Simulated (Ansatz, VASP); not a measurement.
## Zr: VASP beside Ansatz

```
Zr
1.0
     3.21031    0.00000    0.00000
    -1.60515    2.78021    0.00000
     0.00000    0.00000    5.11246
Zr
2
Direct
  0.33333 0.66667 0.25000
  0.66667 0.33333 0.75000
```

Change from the starting cell: volume scaled by 0.98.

Alike in both runs: task single point; functional PBE; k mesh 13 × 13 × 7; occupations fermi-dirac, width 0.08 eV; no spin polarisation.

|  | VASP | Ansatz |
| --- | --- | --- |
| version | VASP 6.6.1 | Ansatz 0.2.0 |
| potentials or method | VASP PAW PBE potentials, release 64 (Zr_sv), cutoff 520 eV | all-electron LAPW, scalar-relativistic |

|  | VASP | Ansatz | Ansatz less VASP |
| --- | --- | --- | --- |
| pressure (GPa) | 2.5 | 2.5 | +0.01 |
| traceless stress, the component that is largest in VASP (GPa) | 0.56 | 0.56 | +0.002 |

Ansatz ran all-electron here, and VASP with PAW potentials.
